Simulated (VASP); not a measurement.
Set up this calculation in VASP 6.6.1, as the native input.

```yaml
Task: single point
Functional: PBE
Potentials_or_basis: VASP PAW PBE potentials, release 64 (Na_pv, F)
Cutoff: 520 eV
k_mesh: 8 × 8 × 8
Occupations: gaussian, width 0.02 eV
Spin: no spin polarisation
Dipole_correction: no
Further_INCAR_settings: ALGO = Normal; EDIFF = 1e-06; NBANDS = 14
```

The structure of NaF lies in POSCAR:

```
NaF
1.0
    0.0000000000      2.3497438321      2.3497438321
    2.3497438321      0.0000000000      2.3497438321
    2.3497438321      2.3497438321      0.0000000000
Na F
1 1
Direct
    0.0000000000      0.0000000000      0.0000000000
    0.5000000000      0.5000000000      0.5000000000
```

One way to write it, as run:

INCAR

```
SYSTEM = NaF
ALGO = Normal
EDIFF = 1E-6
ENCUT = 520
GGA = PE
ISIF = 2
ISMEAR = 0
LASPH = .TRUE.
LCHARG = .FALSE.
LREAL = .FALSE.
LWAVE = .FALSE.
NBANDS = 14
NELM = 60
PREC = Accurate
SIGMA = 0.02
```

KPOINTS

```
k-points
0
G
  8 8 8
  0 0 0
```

Potentials or basis: VASP PAW PBE potentials, release 64 (Na_pv, F).

Command:

```bash
$ cat potpaw_PBE.64/Na_pv/POTCAR potpaw_PBE.64/F/POTCAR > POTCAR
$ mpirun -np 1 vasp_std > vasp.out
```

Results of the run:

```yaml
Pressure: -0.1 GPa
Band_gap_on_the_k_mesh: 6.08 eV, direct
```

Wall time 11 s on 1 thread of Intel(R) Xeon(R) Platinum 8488C (Sapphire Rapids) (shared host), peak memory 0.15 GiB.
